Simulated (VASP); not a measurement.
# AlN (Cm) in VASP: notebook, part 2 of 3

VASP 6.6.1. The steps go on from the part before.

## Step 3: Single point, PBEsol (strain +0.0750 x Voigt [0, 0, 0, 1, 0, 0])

Contents of INCAR:

```
PREC = Accurate ; ENCUT = 520
EDIFF = 1E-6 ; ISMEAR = 0
SIGMA = 0.05 ; LREAL = F
LASPH = T ; NELM = 100
ALGO = Normal ; ISIF = 2
LWAVE = F ; LCHARG = F
GGA = PS ; NBANDS = 16
```

Contents of KPOINTS:

```
regular mesh
0
Gamma
  9 9 6
```

Contents of POSCAR:

```
AlN
1.0
    3.1110021516      0.0000000000      0.0000000000
   -1.5555010758      2.6942068945      0.1010327585
    0.0000000000      0.1866750000      4.9780000000
Al N
2 2
Direct
    0.3333333333      0.6666666667      0.0000000000
    0.6666666667      0.3333333333      0.5000000000
    0.3333333333      0.6666666667      0.3850000000
    0.6666666667      0.3333333333      0.8850000000
```

Potentials or basis: VASP PAW PBE potentials, release 64 (Al, N).

Command:

```console
> cat potpaw_PBE.64/Al/POTCAR potpaw_PBE.64/N/POTCAR > POTCAR
> mpirun -np 1 vasp_std > vasp.out
```

OUTCAR:

```text
PREC = Accurate
   ENCUT = 520
   EDIFF = 1E-6
   ISMEAR = 0
   LREAL = F
   LASPH = T
   NELM = 100
   ISIF = 2
   GGA = PS

 ion  position               nearest neighbor table
   1  0.333  0.667  0.000-   4 1.85   4 1.91   4 1.91   3 1.92   2 2.96   2 3.02   2 3.02   2 3.13
                             2 3.13   2 3.18
   2  0.667  0.333  0.500-   3 1.87   3 1.87   4 1.92   3 1.93   1 2.96   1 3.02   1 3.02   1 3.13
                             1 3.13   1 3.18
   3  0.333  0.667  0.385-   2 1.87   2 1.87   1 1.92   2 1.93
   4  0.667  0.333  0.885-   1 1.85   1 1.91   1 1.91   2 1.92

  LATTYP: Found a base centered monoclinic cell.
 ALAT       =     5.3922011864
 B/A-ratio  =     0.5769447474
 C/A-ratio  =     0.9238340252
 COS(beta)  =    -0.0748946793

  Lattice vectors:

 A1 = (  -1.5555010758,  -2.6942068945,  -0.1010327585)
 A2 = (   1.5555010758,  -2.6942068945,  -0.1010327585)
 A3 = (   0.0000000000,   0.1866750000,   4.9780000000)

Analysis of symmetry for initial positions (statically):
=====================================================================
 Subroutine PRICEL returns:
 Original cell was already a primitive cell.

 Routine SETGRP: Setting up the symmetry group for a
 base centered monoclinic supercell.

 Subroutine GETGRP returns: Found  2 space group operations
 (whereof  2 operations were pure point group operations)
 out of a pool of  4 trial point group operations.

The static configuration has the point symmetry C_1h.

Analysis of symmetry for dynamics (positions and initial velocities):
=====================================================================
 Subroutine PRICEL returns:
 Original cell was already a primitive cell.

 Routine SETGRP: Setting up the symmetry group for a
 base centered monoclinic supercell.

 Subroutine GETGRP returns: Found  2 space group operations
 (whereof  2 operations were pure point group operations)
 out of a pool of  4 trial point group operations.

The dynamic configuration has the point symmetry C_1h.

 Subroutine INISYM returns: Found  2 space group operations
 (whereof  2 operations are pure point group operations),
 and found     1 'primitive' translations

----------------------------------------------------------------------------------------

                                     Primitive cell

  volume of cell :      41.6653

  direct lattice vectors                    reciprocal lattice vectors
     3.111002152  0.000000000  0.000000000     0.321439829  0.185844716 -0.006969177
    -1.555501076  2.694206895  0.101032759     0.000000000  0.371689432 -0.013938354
     0.000000000  0.186675000  4.978000000     0.000000000 -0.007543754  0.201166780

  length of vectors
     3.111002152  3.112642287  4.981498927     0.371362884  0.371950684  0.201308176

  position of ions in fractional coordinates (direct lattice)
     0.333333333  0.666666667  0.000000000
     0.666666667  0.333333333  0.500000000
     0.333333333  0.666666667  0.385000000
     0.666666667  0.333333333  0.885000000

  ion indices of the primitive-cell ions
   primitive index   ion index
                 1           1
                 2           2
                 3           3
                 4           4

----------------------------------------------------------------------------------------

 KPOINTS: regular mesh

Automatic generation of k-mesh.
 Grid dimensions read from file:
 generate k-points for:    9    9    6

 Generating k-lattice:

  Cartesian coordinates                     Fractional coordinates (reciprocal lattice)
     0.035715537  0.020649413 -0.000774353     0.111111111  0.000000000  0.000000000
     0.000000000  0.041298826 -0.001548706     0.000000000  0.111111111  0.000000000
     0.000000000 -0.001257292  0.033527797     0.000000000  0.000000000  0.166666667

  Length of vectors
     0.041262543  0.041327854  0.033551363

  Shift w.r.t. Gamma in fractional coordinates (k-lattice)
     0.000000000  0.000000000  0.000000000

 Subroutine IBZKPT returns following result:
 ===========================================

 Found    140 irreducible k-points:

 Following reciprocal coordinates:
            Coordinates               Weight
  0.000000  0.000000  0.000000      1.000000
  0.111111 -0.000000 -0.000000      4.000000
  0.222222 -0.000000 -0.000000      4.000000
  0.333333 -0.000000 -0.000000      4.000000
  0.444444 -0.000000 -0.000000      4.000000
  0.000000  0.111111 -0.000000      2.000000
[... 16 lines left out ...]
  0.333333  0.333333 -0.000000      2.000000
  0.000000  0.444444 -0.000000      2.000000
 [... further k-points ...]
   k-points           NKPTS =    140   k-points in BZ     NKDIM =    140   number of bands    NBANDS=     16
   number of dos      NEDOS =    301   number of ions     NIONS =      4
   total plane-waves  NPLWV =  23040
   dimension x,y,z NGX =    24 NGY =   24 NGZ =   40
   dimension x,y,z NGXF=    48 NGYF=   48 NGZF=   80
   ions per type =               2   2
   NGX,Y,Z   is equivalent  to a cutoff of  12.83, 12.82, 13.35 a.u.
   NGXF,Y,Z  is equivalent  to a cutoff of  25.65, 25.64, 26.70 a.u.
 SYSTEM =  unknown system
   PREC   = accura    normal or accurate (medium, high low for compatibility)
   ISTART =      0    job   : 0-new  1-cont  2-samecut
   ICHARG =      2    charge: 1-file 2-atom 10-const
   ISPIN  =      1    spin polarized calculation?
   LNONCOLLINEAR =      F non collinear calculations
   LSORBIT =      F    spin-orbit coupling
   LASPH  =      T    aspherical Exc in radial PAW
   ENCUT  =  520.0 eV  38.22 Ry    6.18 a.u.   5.78  5.79  9.26*2*pi/ulx,y,z
   NELM   =    100;   NELMIN=  2; NELMDL= -5     # of ELM steps
   EDIFF  = 0.1E-05   stopping-criterion for ELM
   LREAL  =      F    real-space projection
   EDIFFG = 0.1E-04   stopping-criterion for IOM
   NSW    =      0    number of steps for IOM
   IBRION =     -1    ionic relax: 0-MD 1-quasi-New 2-CG
   NFREE  =      0    steps in history (QN), initial steepest desc. (CG)
   ISIF   =      2    stress and relaxation
   ISYM   =      2    0-nonsym 1-usesym 2-fastsym
   POTIM  = 0.5000    time-step for ionic-motion
   TEBEG  =    0.0;   TEEND  =   0.0 temperature during run
   PSTRESS=    0.0 pullay stress
   NELECT =      16.0000    total number of electrons
   NUPDOWN=      -1.0000    fix difference up-down
   EMIN   =  10.00;   EMAX   =-10.00  energy-range for DOS
   EFERMI =   0.00;   METHOD = LEGACY
   ISMEAR =     0;   SIGMA  =   0.05  broadening in eV -4-tet -1-fermi 0-gaus
   EFERMI_NEDOS =   21; number of points for ismear=-14 and -15
   IALGO  =     38    algorithm
   IMIX   =      4    mixing-type and parameters
     AMIX     =   0.40;   BMIX     =  1.00
     AMIX_MAG =   1.60;   BMIX_MAG =  1.00
  volume/ion in A,a.u.               =      10.42        70.29
  Fermi-wavevector in a.u.,A,eV,Ry     =   1.189935  2.248651 19.265099  1.415945
  Thomas-Fermi vector in A             =   2.326031
   LORBIT       =      0    0 simple, 1 ext, 2 COOP (PROOUT), +10 PAW based schemes
   GGA     = PS    functional components
   LHFCALC =     F    Hartree Fock is set to
   AEXX    =    0.0000 exact exchange contribution
   IVDW    =     0    specifies the selected vdW correction
   LEPSILON=     F    determine dielectric tensor
   LRPA    =     F    only Hartree local field effects (RPA)
 non-spin polarized calculation
 Gauss-broadening in eV      SIGMA  =   0.05
  energy-cutoff  :      520.00
  volume of cell :       41.67
 maximum number of plane-waves:      1138
   NGX = 11   NGY = 11   NGZ = 19

 number of electron      15.9999998 magnetization

 Free energy of the ion-electron system (eV)
  ---------------------------------------------------
  ext. energy  EPLUGINS =         0.00000000
  ---------------------------------------------------
  free energy    TOTEN  =       -31.21565990 eV

  energy without entropy =      -31.21565990  energy(sigma->0) =      -31.21565990

 E-fermi :   6.5223     XC(G=0): -11.1210

 val. band max:        6.2641776828   @ k =   0.0000   0.0000   0.0000
 cond. band min:      10.1876266918   @ k =   0.0000   0.0000   0.0000
 fundamental gap:      3.9234490090
 Fermi energy:         6.5222914516

 k-point     1 :       0.0000    0.0000    0.0000
  band No.  band energies     occupation
      1      -9.0916      2.00000
      2      -6.8850      2.00000
      3       0.0533      2.00000
      4       5.1846      2.00000
      5       5.1877      2.00000
      6       5.7639      2.00000
[... 433 lines left out ...]
      3       0.6667      2.00000
      4       1.8060      2.00000
      5       2.7254      2.00000
      6       3.9799      2.00000
[... 8 lines left out ...]
     15      19.1005      0.00000
     16      21.1106      0.00000

 [... further k-points ...]
[... 5 lines left out ...]
  --------------------------------------------------------------------------------------
  -------------------------------------------------------------------------------------
  Total        0.3722604      0.3472970     -0.0121743      0.0000000     -2.4916281      0.0000000
  in kB       14.3147073     13.3547751     -0.4681446      0.0000000    -95.8117593      0.0000000
  external PRESSURE =       9.0671126 kB  Pullay stress =       0.0000000 kB

 VOLUME and BASIS-vectors are now :
 -----------------------------------------------------------------------------
  energy-cutoff  :      520.00
  volume of cell :       41.67
      direct lattice vectors                 reciprocal lattice vectors
     3.111002152  0.000000000  0.000000000     0.321439829  0.185844716 -0.006969177
    -1.555501076  2.694206895  0.101032759     0.000000000  0.371689432 -0.013938354
     0.000000000  0.186675000  4.978000000     0.000000000 -0.007543754  0.201166780

 POSITION                                       TOTAL-FORCE (eV/Angst)
 -----------------------------------------------------------------------------------
     -0.00000      1.79614      0.06736        -0.000000     -0.491108      0.212995
      1.55550      0.99141      2.52268         0.000000     -0.336726      0.208119
     -0.00000      1.86801      1.98389         0.000000      0.318770     -0.209108
      1.55550      1.06328      4.43921         0.000000      0.509064     -0.212006
 -----------------------------------------------------------------------------------
    total drift:                                0.000000     -0.000489      0.000088

  FREE ENERGIE OF THE ION-ELECTRON SYSTEM (eV)
  ---------------------------------------------------
  free  energy   TOTEN  =       -31.2156599008 eV

  energy  without entropy=      -31.2156599008  energy(sigma->0) =      -31.21565990
```

OSZICAR:

```text
N       E                     dE             d eps       ncg     rms          rms(c)
DAV:   1     0.393578193927E+02    0.39358E+02   -0.72728E+03  4480   0.895E+02
DAV:   2    -0.322582924354E+02   -0.71616E+02   -0.65687E+02  6256   0.186E+02
DAV:   3    -0.356672135107E+02   -0.34089E+01   -0.33995E+01  5752   0.422E+01
DAV:   4    -0.356877303875E+02   -0.20517E-01   -0.20516E-01  5472   0.369E+00
DAV:   5    -0.356879939863E+02   -0.26360E-03   -0.26360E-03  5752   0.421E-01    0.117E+01
DAV:   6    -0.312695007292E+02    0.44185E+01   -0.96046E+00  5488   0.224E+01    0.419E+00
DAV:   7    -0.312534712905E+02    0.16029E-01   -0.61635E-01  4912   0.545E+00    0.290E+00
DAV:   8    -0.312202617265E+02    0.33210E-01   -0.73751E-02  5320   0.229E+00    0.594E-01
DAV:   9    -0.312153835045E+02    0.48782E-02   -0.12727E-02  6128   0.838E-01    0.251E-01
DAV:  10    -0.312157367650E+02   -0.35326E-03   -0.14289E-03  4936   0.248E-01    0.153E-01
DAV:  11    -0.312156598975E+02    0.76868E-04   -0.13076E-04  5400   0.851E-02    0.293E-02
DAV:  12    -0.312156599008E+02   -0.33077E-08   -0.53156E-06  5520   0.196E-02
   1 F= -.31215660E+02 E0= -.31215660E+02  d E =-.154956E-15
```

Wall time 42 s (1 thread of Intel Xeon Platinum 8488C (Sapphire Rapids), shared host); peak memory 0.2 GiB.

Results:

```
Free energy            : -31.2157 eV
Pressure               : 0.9 GPa
Largest force          : 0.551 eV/Å
Band gap on the k mesh : 3.92 eV
```

Forces on the atoms (eV/Å):
```
Al   0.000 -0.491  0.213
Al   0.000 -0.337  0.208
N    0.000  0.319 -0.209
N    0.000  0.509 -0.212
```

Stress tensor (GPa, compression positive):
```
 1.43  0.00  0.00
 0.00  1.34 -9.58
 0.00 -9.58 -0.05
```

Caveat: the cell differs from its parent crystal (strain +0.0750 x Voigt [0, 0, 0, 1, 0, 0]); the PAW data sets were made with another functional, which shifts forces and pressure a little.

(Part 2 of 3 ends here.)
